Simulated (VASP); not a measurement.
A run of VASP 6.6.1 is set up as follows.

INCAR

```
PREC = Accurate
ENCUT = 520
EDIFF = 1E-7
ISMEAR = 0
SIGMA = 0.02
LREAL = False
LASPH = True
NELM = 100
ALGO = Normal
ISIF = 2
LWAVE = False
LCHARG = False
LDIPOL = True
IDIPOL = 3
DIPOL = 0.5 0.5 0.500
GGA = PE
IVDW = 12
NBANDS = 28
```

Contents of KPOINTS:

```
Automatic mesh
0
Gamma
  6 6 1
```

File POSCAR:

```
PbO
1.0
    4.2260000000      0.0000000000      0.0000000000
    0.0000000000      4.2260000000      0.0000000000
    0.0000000000      0.0000000000     30.7493267952
Pb O
2 2
Direct
    0.5000000000      0.0000000000      0.4648284983
    0.0000000000      0.5000000000      0.5351715017
    0.0000000000      0.0000000000      0.5000000000
    0.5000000000      0.5000000000      0.5000000000
```

Potentials or basis: VASP PAW PBE potentials, release 64 (Pb_d, O).

Command:

```console
$ cat potpaw_PBE.64/Pb_d/POTCAR potpaw_PBE.64/O/POTCAR > POTCAR
$ mpirun -np 1 vasp_std > vasp.out
```

Task: What does it give for the dispersion energy per atom?

Result: -0.125 eV.

Task: Estimate the band gap on the k mesh.

Result: 1.99 eV (least direct gap 2.02 eV).

Task: Predict the largest force.

Result: 0.453 eV/Å.

Forces in eV/Å, atoms in the order of the input:
```
Pb   0.000  0.000 -0.453
Pb   0.000  0.000  0.453
O    0.000  0.000  0.000
O    0.000  0.000  0.000
```

Caveat: spin-orbit coupling is left out, which moves the levels of the heavy elements.
